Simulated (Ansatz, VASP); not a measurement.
**Two plane-wave programs on Ge**

The input INCAR:

```
SYSTEM = Ge
PREC = Accurate
ENCUT = 520
EDIFF = 1E-6
ISMEAR = 0
SIGMA = 0.1
LREAL = .False.
LASPH = .True.
NELM = 60
ALGO = Normal
ISIF = 2
LWAVE = .False.
LCHARG = .False.
LDIPOL = .True.
IDIPOL = 3
DIPOL = 0.5 0.5 0.399
GGA = PE
IVDW = 12
NBANDS = 36
```

Contents of KPOINTS:

```
Automatic mesh
0
Gamma
  9 9 1
  0 0 0
```

The input POSCAR:

```
Ge
1.0
    4.0226895311      0.0000000000      0.0000000000
   -2.0113447656      3.4837513255      0.0000000000
    0.0000000000      0.0000000000     18.8685220517
Ge
4
Direct
    0.3333333333      0.6666666667      0.2747571332
    0.6666666667      0.3333333333      0.2384924472
    0.8888888889      0.1111111111      0.5601139306
    0.5555555556      0.4444444444      0.5238492447
```

Input for Ansatz:

```yaml
crystal:
  lattice:
    - [4.0226895311, 0.0, 0.0]
    - [-2.0113447656, 3.4837513255, 0.0]
    - [0.0, 0.0, 18.8685220517]
  atoms:
    - { symbol: Ge, position: [0.3333333333, 0.6666666667, 0.2747571332] }
    - { symbol: Ge, position: [0.6666666667, 0.3333333333, 0.2384924472] }
    - { symbol: Ge, position: [0.8888888889, 0.1111111111, 0.5601139306] }
    - { symbol: Ge, position: [0.5555555556, 0.4444444444, 0.5238492447] }
basis:
  ecutwfc: 420
kpoints:
  mp_grid: { grid: [9, 9, 1] }
hamiltonian:
  xc: pbe
  pseudopotentials: { kind: paw, azcp: { folder: soft_1 } }
  dispersion: d3bj
scf:
  occupations: { method: gaussian, width: 0.1 }
output:
  forces: true
  eigenvalues: true
efield:
  axis: 3
  dipole_correction: true
  ramp_width: 0.04
```

Alike in both runs: task single point; functional PBE; dispersion D3(BJ); k mesh 9 × 9 × 1; occupations gaussian, width 0.1 eV; no spin polarisation.

|  | VASP | Ansatz |
| --- | --- | --- |
| version | VASP 6.6.1 | Ansatz 0.2.0 |
| potentials or method | VASP PAW PBE potentials, release 64 (Ge_d), cutoff 520 eV | scalar-relativistic, plane waves, PAW |
| valence electrons in the cell | 56 | 56 |

|  | VASP | Ansatz | Ansatz less VASP |
| --- | --- | --- | --- |
| gap on the k mesh at the Fermi level (eV) | 0.09 | 0.09 | 0.000 |
| least direct gap on the mesh (eV) | 0.09 | 0.09 | 0.000 |
| rms of the force components (eV/Å) | 0.033 | 0.033 | -0.0001 |

Atom by atom the forces differ by 0.001 eV/Å (rms over components).
